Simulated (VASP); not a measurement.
A run of VASP 6.6.1 is set up as follows.

The input INCAR:

```
  ALGO = Normal
  EDIFF = 1E-6
  EDIFFG = -0.04
  ENCUT = 600
  GGA = PE
  IBRION = 2
  ISIF = 3
  ISMEAR = 0
  LASPH = True
  LCHARG = False
  LREAL = False
  LWAVE = False
  NELM = 60
  NSW = 90
  PREC = Accurate
  SIGMA = 0.1
```

Contents of KPOINTS:

```
k-points
0
Gamma
  6 6 4
```

The input POSCAR:

```
GeP5
1.0
    4.9071255314      0.0000000000      0.0000000000
   -2.4535627657      4.2496953697      0.0000000000
    0.0000000000      0.0000000000      5.4844377127
Ge P
1 5
Direct
    0.0000000000      0.0000000000      0.0000000000
    0.5000000000      0.0000000000      0.0000000000
    0.0000000000      0.5000000000      0.0000000000
    0.5000000000      0.5000000000      0.0000000000
    0.3333333333      0.6666666667      0.5000000000
    0.6666666667      0.3333333333      0.5000000000
```

Potentials or basis: VASP PAW PBE potentials, release 64 (Ge_d, P).

Launch:

```bash
$ cat potpaw_PBE.64/Ge_d/POTCAR potpaw_PBE.64/P/POTCAR > POTCAR
$ mpirun -np 1 vasp_std > vasp.out
```

**Question.** What does it give for the space group after relaxing (to 0.1 Å)?

**Answer.** P6/mmm (No. 191).

**Question.** Estimate the relaxed cell.

**Answer.** a = 6.184 Å, b = 6.184 Å, c = 3.153 Å, α = 90.00°, β = 90.00°, γ = 120.00°.

**Question.** What does it give for the band gap on the k mesh?

**Answer.** Zero (an odd number of electrons rules out a gap without spin polarisation).

**Question.** What does it give for the relaxed volume?

**Answer.** 17.40 Å³/atom.

Final structure:
```
Ge P
1.0
     6.18416    0.00000    0.00000
    -3.09208    5.35564    0.00000
     0.00000    0.00000    3.15288
Ge P
1 5
Direct
  0.00000 0.00000 0.00000
  0.50000 0.00000 0.00000
  0.00000 0.50000 0.00000
  0.50000 0.50000 0.00000
  0.33333 0.66667 0.50000
  0.66667 0.33333 0.50000
```

Caveat: a cell axis changed by over 15 % at a fixed basis, so the end point is rough; an odd number of electrons without spin polarisation forces a metal; a magnetic or distorted state may lie lower.
